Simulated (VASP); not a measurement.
Input of a VASP 6.6.1 run:

Contents of INCAR:

```
PREC = Accurate
ENCUT = 520
EDIFF = 1E-6
ISMEAR = -1
SIGMA = 0.05
LREAL = False
LASPH = True
NELM = 60
ALGO = Normal
ISIF = 2
LWAVE = False
LCHARG = True
GGA = PS
LELF = True
LVHAR = True
NBANDS = 20
```

The input KPOINTS:

```
Automatic mesh
0
Gamma
  9 9 4
```

The input POSCAR:

```
MoS2
1.0
    3.2699360711      0.0000000000      0.0000000000
   -1.6349680355      2.8318477062      0.0000000000
    0.0000000000      0.0000000000      6.3955418068
Mo S
1 2
Direct
    0.0000000000      0.0000000000      0.5000000000
    0.6666666667      0.3333333333      0.7446806800
    0.3333333333      0.6666666667      0.2553193200
```

Potentials or basis: VASP PAW PBE potentials, release 64 (Mo_sv, S).

Run with:

```bash
$ cat potpaw_PBE.64/Mo_sv/POTCAR potpaw_PBE.64/S/POTCAR > POTCAR
$ mpirun -np 1 vasp_std > vasp.out
```

Task: What does it give for the largest force?

Result: 0.559 eV/Å.

Task: What does it give for the band gap on the k mesh?

Result: Zero (band 13 reaches 6.94 eV, above the bottom of band 14 at 5.96 eV).

Stress tensor (GPa, compression positive):
```
-8.97  0.00  0.00
 0.00 -8.97  0.00
 0.00  0.00 -5.94
```

Caveat: the PAW data sets were made with another functional, which shifts forces and pressure a little; this functional lacks dispersion, which binds the layers, so the pressure and a relaxed spacing across them are unreliable.
